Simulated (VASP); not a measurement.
# Ta (Fm-3m) in VASP: notebook

The runs below take Ta through single point, relaxation of cell and atoms, with PBE.

All numbers are computed with VASP 6.6.1; they aren't measurements. Logs are shortened: lines on timing, memory, paths and dates and some standing lists are left out, and cuts for length are marked.

### 1 The cell of the first run

The structure is cubic, space group Fm-3m (No. 225). The conventional cell has a = 4.224 Å, b = 4.224 Å, c = 4.224 Å, α = 90.00°, β = 90.00°, γ = 90.00°. Ta (site symmetry m-3m) has 12 Ta at 2.99 Å within 3.9 Å.

This isn't the form of Ta at room conditions, which is bcc.

### 2 Single point, PBE

The input, INCAR:

```
PREC = Accurate
ENCUT = 500
EDIFF = 1E-6
ISMEAR = -1
SIGMA = 0.1
LREAL = F
LASPH = T
NELM = 120
ALGO = Normal
ISIF = 2
LWAVE = F
LCHARG = T
GGA = PE
LELF = T
LVHAR = T
NBANDS = 12
GGA_COMPAT = F
```

The input, KPOINTS:

```
regular mesh
0
Gamma
  19 19 19
```

The input, POSCAR:

```
Ta
1.0
    0.0000000000      2.1121739300      2.1121739300
    2.1121739300      0.0000000000      2.1121739300
    2.1121739300      2.1121739300      0.0000000000
Ta
1
Direct
    0.0000000000      0.0000000000      0.0000000000
```

Potentials or basis: VASP PAW PBE potentials, release 64 (Ta_pv).

Started as:

```sh
> cat potpaw_PBE.64/Ta_pv/POTCAR > POTCAR
> mpirun -np 1 vasp_std > vasp.out
```

OUTCAR:

```text
PREC = Accurate
   ENCUT = 500
   EDIFF = 1E-6
   ISMEAR = -1
   LREAL = F
   LASPH = T
   NELM = 120
   ISIF = 2
   GGA = PE

 ion  position               nearest neighbor table
   1  0.000  0.000  0.000-

  LATTYP: Found a face centered cubic cell.
 ALAT       =     4.2243478600

  Lattice vectors:

 A1 = (   0.0000000000,   2.1121739300,   2.1121739300)
 A2 = (   2.1121739300,   0.0000000000,   2.1121739300)
 A3 = (   2.1121739300,   2.1121739300,   0.0000000000)

Analysis of symmetry for initial positions (statically):
=====================================================================
 Subroutine PRICEL returns:
 Original cell was already a primitive cell.

 Routine SETGRP: Setting up the symmetry group for a
 face centered cubic supercell.

 Subroutine GETGRP returns: Found 48 space group operations
 (whereof 48 operations were pure point group operations)
 out of a pool of 48 trial point group operations.

The static configuration has the point symmetry O_h .

Analysis of symmetry for dynamics (positions and initial velocities):
=====================================================================
 Subroutine PRICEL returns:
 Original cell was already a primitive cell.

 Routine SETGRP: Setting up the symmetry group for a
 face centered cubic supercell.

 Subroutine GETGRP returns: Found 48 space group operations
 (whereof 48 operations were pure point group operations)
 out of a pool of 48 trial point group operations.

The dynamic configuration has the point symmetry O_h .

 Subroutine INISYM returns: Found 48 space group operations
 (whereof 48 operations are pure point group operations),
 and found     1 'primitive' translations

----------------------------------------------------------------------------------------

                                     Primitive cell

  volume of cell :      18.8460

  direct lattice vectors                    reciprocal lattice vectors
     0.000000000  2.112173930  2.112173930    -0.236722929  0.236722929  0.236722929
     2.112173930  0.000000000  2.112173930     0.236722929 -0.236722929  0.236722929
     2.112173930  2.112173930  0.000000000     0.236722929  0.236722929 -0.236722929

  length of vectors
     2.987065018  2.987065018  2.987065018     0.410016141  0.410016141  0.410016141

  position of ions in fractional coordinates (direct lattice)
     0.000000000  0.000000000  0.000000000

  ion indices of the primitive-cell ions
   primitive index   ion index
                 1           1

----------------------------------------------------------------------------------------

 KPOINTS: regular mesh

Automatic generation of k-mesh.
 Grid dimensions read from file:
 generate k-points for:   19   19   19

 Generating k-lattice:

  Cartesian coordinates                     Fractional coordinates (reciprocal lattice)
    -0.012459102  0.012459102  0.012459102     0.052631579  0.000000000  0.000000000
     0.012459102 -0.012459102  0.012459102     0.000000000  0.052631579  0.000000000
     0.012459102  0.012459102 -0.012459102     0.000000000  0.000000000  0.052631579

  Length of vectors
     0.021579797  0.021579797  0.021579797

  Shift w.r.t. Gamma in fractional coordinates (k-lattice)
     0.000000000  0.000000000  0.000000000

 Subroutine IBZKPT returns following result:
 ===========================================

 Found    220 irreducible k-points:

 Following reciprocal coordinates:
            Coordinates               Weight
  0.000000  0.000000  0.000000      1.000000
  0.052632  0.000000  0.000000      8.000000
  0.105263  0.000000  0.000000      8.000000
  0.157895  0.000000  0.000000      8.000000
  0.210526  0.000000  0.000000      8.000000
  0.263158  0.000000  0.000000      8.000000
[... 16 lines left out ...]
 -0.315789  0.052632  0.000000     24.000000
 -0.263158  0.052632  0.000000     24.000000
 [... further k-points ...]
   k-points           NKPTS =    220   k-points in BZ     NKDIM =    220   number of bands    NBANDS=     12
   number of dos      NEDOS =    301   number of ions     NIONS =      1
   total plane-waves  NPLWV =  13824
   dimension x,y,z NGX =    24 NGY =   24 NGZ =   24
   dimension x,y,z NGXF=    48 NGYF=   48 NGZF=   48
   ions per type =               1
   NGX,Y,Z   is equivalent  to a cutoff of  13.36, 13.36, 13.36 a.u.
   NGXF,Y,Z  is equivalent  to a cutoff of  26.71, 26.71, 26.71 a.u.
 SYSTEM =  unknown system
   PREC   = accura    normal or accurate (medium, high low for compatibility)
   ISTART =      0    job   : 0-new  1-cont  2-samecut
   ICHARG =      2    charge: 1-file 2-atom 10-const
   ISPIN  =      1    spin polarized calculation?
   LNONCOLLINEAR =      F non collinear calculations
   LSORBIT =      F    spin-orbit coupling
   LASPH  =      T    aspherical Exc in radial PAW
   ENCUT  =  500.0 eV  36.75 Ry    6.06 a.u.   5.45  5.45  5.45*2*pi/ulx,y,z
   NELM   =    120;   NELMIN=  2; NELMDL= -5     # of ELM steps
   EDIFF  = 0.1E-05   stopping-criterion for ELM
   LREAL  =      F    real-space projection
   EDIFFG = 0.1E-04   stopping-criterion for IOM
   NSW    =      0    number of steps for IOM
   IBRION =     -1    ionic relax: 0-MD 1-quasi-New 2-CG
   NFREE  =      0    steps in history (QN), initial steepest desc. (CG)
   ISIF   =      2    stress and relaxation
   ISYM   =      2    0-nonsym 1-usesym 2-fastsym
   POTIM  = 0.5000    time-step for ionic-motion
   TEBEG  =    0.0;   TEEND  =   0.0 temperature during run
   PSTRESS=    0.0 pullay stress
   NELECT =      11.0000    total number of electrons
   NUPDOWN=      -1.0000    fix difference up-down
   EMIN   =  10.00;   EMAX   =-10.00  energy-range for DOS
   EFERMI =   0.00;   METHOD = LEGACY
   ISMEAR =    -1;   SIGMA  =   0.10  broadening in eV -4-tet -1-fermi 0-gaus
   EFERMI_NEDOS =   21; number of points for ismear=-14 and -15
   IALGO  =     38    algorithm
   IMIX   =      4    mixing-type and parameters
     AMIX     =   0.40;   BMIX     =  1.00
     AMIX_MAG =   1.60;   BMIX_MAG =  1.00
  volume/ion in A,a.u.               =      18.85       127.18
  Fermi-wavevector in a.u.,A,eV,Ry     =   1.368147  2.585423 25.467736  1.871826
  Thomas-Fermi vector in A             =   2.494137
   LORBIT       =      0    0 simple, 1 ext, 2 COOP (PROOUT), +10 PAW based schemes
   GGA     = PE    functional components
   LHFCALC =     F    Hartree Fock is set to
   AEXX    =    0.0000 exact exchange contribution
   IVDW    =     0    specifies the selected vdW correction
   LEPSILON=     F    determine dielectric tensor
   LRPA    =     F    only Hartree local field effects (RPA)
 non-spin polarized calculation
  energy-cutoff  :      500.00
  volume of cell :       18.85
 maximum number of plane-waves:       531
 NGX is ok and might be reduce to    24
   NGX = 11   NGY = 11   NGZ = 11

 number of electron      11.0000001 magnetization

 Free energy of the ion-electron system (eV)
  ---------------------------------------------------
  ext. energy  EPLUGINS =         0.00000000
  ---------------------------------------------------
  free energy    TOTEN  =       -11.59367011 eV

  energy without entropy =      -11.55211990  energy(sigma->0) =      -11.57289500

 E-fermi :   5.5006     XC(G=0): -12.3916

 val. band max:        5.4928764303   @ k =   0.3684   0.2105   0.0526
 cond. band min:       5.5059242889   @ k =   0.3684   0.2632   0.1053
 fundamental gap:      0.0130478586
 Fermi energy:         5.5005596306

 k-point     1 :       0.0000    0.0000    0.0000
  band No.  band energies     occupation
      1     -28.1471      2.00000
      2     -28.1471      2.00000
      3     -28.1471      2.00000
      4      -2.6184      2.00000
      5       5.9424      0.02381
      6       5.9424      0.02381
      7       5.9424      0.02381
      8       8.9247      0.00000
      9       8.9247      0.00000
     10      17.9454      0.00000
     11      19.6149      0.00000
     12      22.7850      0.00000

 k-point     2 :       0.0526    0.0000    0.0000
  band No.  band energies     occupation
      1     -28.1762      2.00000
      2     -28.1507      2.00000
      3     -28.1507      2.00000
      4      -2.5072      2.00000
      5       5.8447      0.06205
      6       5.9960      0.01401
      7       5.9960      0.01401
      8       8.8716      0.00000
      9       8.8716      0.00000
     10      18.1806      0.00000
     11      19.6152      0.00000
     12      22.1802      0.00000

 k-point     3 :       0.1053    0.0000    0.0000
  band No.  band energies     occupation
      1     -28.2598      2.00000
      2     -28.1614      2.00000
      3     -28.1614      2.00000
      4      -2.1834      2.00000
      5       5.5864      0.59553
      6       6.1378      0.00341
      7       6.1378      0.00341
      8       8.7468      0.00000
      9       8.7468      0.00000
     10      18.8177      0.00000
     11      19.6143      0.00000
     12      21.0924      0.00000
[... 286 lines left out ...]
 k-point    23 :      -0.3158    0.0526    0.0000
  band No.  band energies     occupation
      1     -28.9073      2.00000
      2     -28.2792      2.00000
      3     -28.2397      2.00000
      4       0.4669      2.00000
      5       4.8641      1.99656
      6       5.9854      0.01556
      7       6.1440      0.00321
      8       9.4468      0.00000
      9      10.3672      0.00000
     10      16.9564      0.00000
     11      19.6102      0.00000
     12      20.3600      0.00000

 k-point    24 :      -0.2632    0.0526    0.0000
  band No.  band energies     occupation
      1     -28.7605      2.00000
      2     -28.2592      2.00000
      3     -28.2173      2.00000
      4      -0.0693      2.00000
      5       4.7047      1.99930
      6       6.1860      0.00211
      7       6.3433      0.00044
      8       8.8117      0.00000
      9       9.7628      0.00000
     10      17.6943      0.00000
     11      19.6154      0.00000
     12      21.5426      0.00000

 [... further k-points ...]

------------------------ aborting loop because EDIFF is reached ----------------------------------------

  FORCE on cell =-STRESS in cart. coord.  units (eV):
  Direction    XX          YY          ZZ          XY          YZ          ZX
  --------------------------------------------------------------------------------------
  -------------------------------------------------------------------------------------
  Total        0.0033679      0.0033679      0.0033679     -0.0000000      0.0000000     -0.0000000
  in kB        0.2863172      0.2863172      0.2863172     -0.0000000      0.0000000     -0.0000000
  external PRESSURE =       0.2863172 kB  Pullay stress =       0.0000000 kB

 VOLUME and BASIS-vectors are now :
 -----------------------------------------------------------------------------
  energy-cutoff  :      500.00
  volume of cell :       18.85
      direct lattice vectors                 reciprocal lattice vectors
     0.000000000  2.112173930  2.112173930    -0.236722929  0.236722929  0.236722929
     2.112173930  0.000000000  2.112173930     0.236722929 -0.236722929  0.236722929
     2.112173930  2.112173930  0.000000000     0.236722929  0.236722929 -0.236722929

 POSITION                                       TOTAL-FORCE (eV/Angst)
 -----------------------------------------------------------------------------------
      0.00000      0.00000      0.00000         0.000000      0.000000      0.000000
 -----------------------------------------------------------------------------------
    total drift:                               -0.000000      0.000000      0.000000

  FREE ENERGIE OF THE ION-ELECTRON SYSTEM (eV)
  ---------------------------------------------------
  free  energy   TOTEN  =       -11.5936701106 eV

  energy  without entropy=      -11.5521198956  energy(sigma->0) =      -11.57289500
```

It took 62 s on 1 thread of Intel Xeon 8259CL, shared host; peak memory 0.17 GiB.

What came out:

| Quantity | Value |
| --- | --- |
| Free energy | -11.5937 eV |
| Pressure | 0.0 GPa |
| Band gap on the k mesh | zero (an odd number of electrons rules out a gap without spin polarisation) |

Levels at points of the mesh, in eV from the Fermi level:
| k point | band 3 | band 4 | band 5 | band 6 | band 7 | band 8 |
| --- | --- | --- | --- | --- | --- | --- |
| (0.00, 0.00, 0.00) | -33.65 | -8.12 | 0.44 | 0.44 | 0.44 | 3.42 |

Caveat: spin-orbit coupling is left out, which moves the levels of the heavy elements.

### 3 Relaxation of cell and atoms, PBE

This run uses another cell than the first one, of 18.00 Å³/atom.

The input, INCAR:

```
ALGO = Normal ; EDIFF = 1E-7
EDIFFG = -0.01 ; ENCUT = 500
GGA = PE ; GGA_COMPAT = F
IBRION = 2 ; ISIF = 3
ISMEAR = -1 ; LASPH = T
LCHARG = F ; LREAL = F
LWAVE = F ; NELM = 120
NELMIN = 4 ; NSW = 80
PREC = Accurate ; SIGMA = 0.1
```

The input, KPOINTS:

```
k-points
0
Gamma
  19 19 19
```

The input, POSCAR:

```
Ta
1.0
    0.0000000000      2.0800000000      2.0800000000
    2.0800000000      0.0000000000      2.0800000000
    2.0800000000      2.0800000000      0.0000000000
Ta
1
Direct
    0.0000000000      0.0000000000      0.0000000000
```

Potentials or basis: VASP PAW PBE potentials, release 64 (Ta_pv).

Started as:

```sh
> cat potpaw_PBE.64/Ta_pv/POTCAR > POTCAR
> mpirun -np 1 vasp_std > vasp.out
```

Run time: 2.2 min. Hardware: 1 thread of Intel Xeon 8259CL, shared host; peak memory 0.18 GiB.

The run converged. Its results:

- Free energy: -11.5933 eV
- Relaxed volume: 18.85 Å³/atom
- Relaxed cell: a = 2.987 Å, b = 2.987 Å, c = 2.987 Å, α = 60.00°, β = 60.00°, γ = 60.00°
- Space group after relaxing (to 0.1 Å): Fm-3m (No. 225)
- Energy gained by relaxing: 24.6 meV/atom
- Ionic steps: 4
- Pressure after relaxing: 0.0 GPa
- Band gap on the k mesh: zero (an odd number of electrons rules out a gap without spin polarisation)

Step by step:
```csv
step,energy change (eV),largest force (eV/Å),pressure (GPa),volume (Å³)
1,0.0000,0.0000,9.63,18.00
2,0.0954,0.0000,-16.66,20.96
3,-0.0246,0.0000,-0.32,18.88
4,-0.0246,0.0000,-0.02,18.85
```

Final structure:
```yaml
crystal:
  lattice:
    - [0.00000, 2.11230, 2.11230]
    - [2.11230, 0.00000, 2.11230]
    - [2.11230, 2.11230, 0.00000]
  atoms:
    - { symbol: Ta, position: [0.00000, 0.00000, 0.00000] }
```

Levels at points of the mesh, in eV from the Fermi level:
```csv
k point,band 3,band 4,band 5,band 6,band 7,band 8
"(0.00, 0.00, 0.00)",-33.65,-8.12,0.44,0.44,0.44,3.42
```

Caveat: spin-orbit coupling is left out, which moves the levels of the heavy elements.
